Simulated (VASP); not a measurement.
Cu16O: single point with PBE+D3(BJ)

Cu16O, a slab with vacuum:

```
Cu O
1.0
     5.10531    0.00000    0.00000
     2.55266    4.42133    0.00000
     0.00000    0.00000   22.75270
Cu O
16 1
Direct
  0.00000 0.00000 0.10988
  0.50000 0.00000 0.10988
  0.00000 0.50000 0.10988
  0.50000 0.50000 0.10988
  0.16667 0.16667 0.20148
  0.66667 0.16667 0.20148
  0.16667 0.66667 0.20148
  0.66667 0.66667 0.20148
  0.83560 0.33221 0.28990
  0.33220 0.33221 0.28991
  0.83333 0.83334 0.29293
  0.33220 0.83561 0.28990
  0.99464 0.99462 0.38278
  0.51077 0.99464 0.38278
  0.99464 0.51076 0.38279
  0.50002 0.50001 0.37573
  0.16667 0.16666 0.43132
```

```
Program                : VASP 6.6.1
Task                   : single point
Functional             : PBE
Dispersion             : D3(BJ)
Potentials or basis    : VASP PAW PBE potentials, release 64 (Cu, O)
Cutoff                 : 520 eV
k mesh                 : 2 × 2 × 1
Occupations            : methfessel-paxton, width 0.1 eV
Spin                   : no spin polarisation
Dipole correction      : no
Further INCAR settings : ALGO = Normal; EDIFF = 1e-06; NBANDS = 105; NELMDL = -8
```

```json
{
 "Largest force": "0.192 eV/Å",
 "Band gap on the k mesh": "0.04 eV, indirect (least direct gap 0.10 eV)",
 "Dispersion energy per atom": "-0.419 eV"
}
```

Forces on the atoms (eV/Å):
```
Cu   0.004  0.002  0.107
Cu  -0.004  0.002  0.107
Cu   0.000 -0.004  0.107
Cu   0.000  0.000  0.053
Cu   0.000  0.000 -0.033
Cu   0.000 -0.192 -0.006
Cu  -0.166  0.096 -0.006
Cu   0.166  0.096 -0.006
Cu  -0.048  0.028 -0.066
Cu   0.049  0.028 -0.066
Cu   0.000  0.000 -0.099
Cu   0.000 -0.056 -0.066
Cu  -0.128 -0.074  0.009
Cu   0.128 -0.074  0.008
Cu   0.000  0.148  0.008
Cu   0.000  0.000  0.045
O    0.000  0.000 -0.096
```

Levels at points of the mesh, in eV from the valence-band top:
```tsv
k point	band 87	band 88	band 89	band 90	band 91	band 92	band 93	band 94	band 95	band 96
(0.00, 0.00, 0.00)	-1.02	-0.88	-0.04	-0.04	0.00	0.46	0.88	0.88	0.97	1.42
(0.50, 0.00, 0.00)	-1.04	-0.87	-0.67	-0.20	-0.06	0.04	0.71	0.78	1.48	1.50
(0.50, 0.50, 0.00)	-1.04	-0.87	-0.67	-0.20	-0.06	0.04	0.71	0.78	1.48	1.50
(0.00, 0.50, 0.00)	-1.04	-0.87	-0.67	-0.20	-0.06	0.04	0.71	0.78	1.48	1.50
```

It took 12 min on 1 thread of Intel(R) Xeon(R) Platinum 8375C CPU @ 2.90GHz (Ice Lake), on a shared host, peak memory 0.64 GiB.

Caveat: the k points lie up to 0.71 Å⁻¹ apart.
